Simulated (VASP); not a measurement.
A run of VASP 6.6.1 is set up as follows.

Contents of POSCAR:

```
Cs
1.0
   -3.1371092464      3.1371092464      3.1371092464
    3.1371092464     -3.1371092464      3.1371092464
    3.1371092464      3.1371092464     -3.1371092464
Cs
1
Direct
    0.0000000000      0.0000000000      0.0000000000
```

Contents of INCAR.step1:

```
ALGO = Normal
EDIFF = 1E-4
ENCUT = 600
GGA = PE
ISMEAR = 0
LASPH = True
LCHARG = False
LREAL = False
LWAVE = True
NELM = 100
PREC = Accurate
SIGMA = 0.1
```

INCAR.step2

```
ALGO = Normal
EDIFF = 1E-6
EDIFFG = -0.005
ENCUT = 600
IBRION = 2
ISIF = 3
ISMEAR = 0
ISTART = 1
LASPH = True
LCHARG = False
LMIXTAU = True
LREAL = False
LWAVE = False
METAGGA = R2SCAN
NELM = 100
NSW = 100
PREC = Accurate
SIGMA = 0.1
```

KPOINTS

```
k-points
0
Gamma
  10 10 10
```

Potentials or basis: VASP PAW PBE potentials, release 64 (Cs_sv).

Command:

```console
$ cat potpaw_PBE.64/Cs_sv/POTCAR > POTCAR
$ cp INCAR.step1 INCAR
$ mpirun -np 1 vasp_std > vasp.out
$ cp INCAR.step2 INCAR
$ mpirun -np 1 vasp_std > vasp.out
```

**Question.** Predict the band gap on the k mesh.

**Answer.** Zero (an odd number of electrons rules out a gap without spin polarisation).

Final structure:
```
CELL_PARAMETERS angstrom
-3.13711 3.13711 3.13711
3.13711 -3.13711 3.13711
3.13711 3.13711 -3.13711
ATOMIC_POSITIONS crystal
Cs 0.00000 0.00000 0.00000
```

Caveat: spin-orbit coupling is left out, which moves the levels of the heavy elements.
